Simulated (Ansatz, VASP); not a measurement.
# One calculation of Bi2Te2O, two programs

```
Bi Te O
1.0
     2.10295    1.21414    8.93741
    -2.10295    1.21414    8.93741
     0.00000   -2.42828    8.93741
Bi Te O
2 2 1
Direct
  0.97025 0.97025 0.97025
  0.14466 0.14466 0.14466
  0.55150 0.55150 0.55150
  0.74165 0.74165 0.74165
  0.31447 0.31447 0.31447
```

Alike in both runs: functional PBE; k mesh 3 × 3 × 3; occupations gaussian, width 0.15 eV; no spin polarisation.

Ansatz relaxed the structure, and its values are those at the end. VASP's run is a single point on that final structure, the one shown.

|  | VASP | Ansatz |
| --- | --- | --- |
| version | VASP 6.6.1 | Ansatz 0.2.0 |
| potentials or method | VASP PAW PBE potentials, release 64 (Bi_d, Te, O), cutoff 520 eV | scalar-relativistic, plane waves, PAW |
| valence electrons in the cell | 48 | 68 |

```tsv
	VASP	Ansatz	Ansatz less VASP
gap on the k mesh at the Fermi level (eV)	1.06	1.06	+0.001
least direct gap on the mesh (eV)	1.50	1.49	-0.005
pressure (GPa)	0.3	0.3	+0.02
rms of the force components (eV/Å)	0.018	0.019	+0.0008
```

The functional is the same, so the differences come from potentials, cutoffs and numerics. VASP's potentials hold 48 valence electrons a cell and Ansatz's 68, so a difference there can come from the potentials and not from the codes.

The k mesh is coarse, so the values compare programs but aren't converged. Spin-orbit coupling is off throughout.
